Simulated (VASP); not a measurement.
## MnO: single point with PBE

Crystal: MnO.

```
Mn O
1.0
     2.67239    0.00000    0.00000
     0.00000    2.67239    0.00000
     0.00000    0.00000    2.67239
Mn O
1 1
Direct
  0.00000 0.00000 0.00000
  0.50000 0.50000 0.50000
```

```
Program             : VASP 6.6.1
Task                : single point
Functional          : PBE
Potentials or basis : VASP PAW PBE potentials, release 64 (Mn_pv, O)
Cutoff              : 520 eV
k mesh              : 10 × 10 × 10
Occupations         : fermi-dirac, width 0.05 eV
Spin                : collinear spin, ferromagnetic start
Starting moments    : [5.0, 0.0] μB
```

The pressure is 5.9 GPa. The net moment is 4.19 μB per cell. The site moments are Mn +3.90; O +0.11 μB and the valence electrons inside the program's atomic spheres are Mn 11.46; O 4.95.

Levels at points of the mesh, in eV from the Fermi level:
Spin up:
```
           k point  band 9  band 10  band 11  band 12  band 13  band 14  band 15  band 16
(0.00, 0.00, 0.00)   -3.00    -1.36    -1.36    -1.36     0.36    15.06    15.06    19.33
(0.50, 0.00, 0.00)   -1.26    -0.80     0.25     0.25     5.53     7.93    14.80    16.98
(0.50, 0.50, 0.00)   -2.17    -2.12    -2.12    -0.59     6.28    10.49    10.49    16.02
(0.50, 0.50, 0.50)   -0.54     0.54     0.54     0.54     6.44     6.44     6.44    15.49
```
Spin down:
```
           k point  band 5  band 6  band 7  band 8  band 9  band 10
(0.00, 0.00, 0.00)   -2.73   -2.73   -2.73   -0.95   -0.95     1.76
(0.50, 0.00, 0.00)   -7.87   -3.16   -3.16   -0.32    2.55     2.83
(0.50, 0.50, 0.00)   -5.88   -5.88   -1.95   -0.49    1.12     1.70
(0.50, 0.50, 0.50)   -6.30   -6.30   -6.30    3.36    3.36     3.58
```

Wall time 31 s on 1 thread of Intel(R) Xeon(R) Platinum 8375C CPU @ 2.90GHz (Ice Lake) (shared host), peak memory 0.15 GiB.

Caveat: the cell stands under pressure; a cell with one magnetic atom can't hold antiferromagnetic order, which such compounds often take; semilocal functionals often make such compounds metallic where correlation or magnetic order opens a gap, which also shifts bond lengths. With open d or f shells a metallic result of PBE can be an artefact of self-interaction; +U or a hybrid may open a gap.
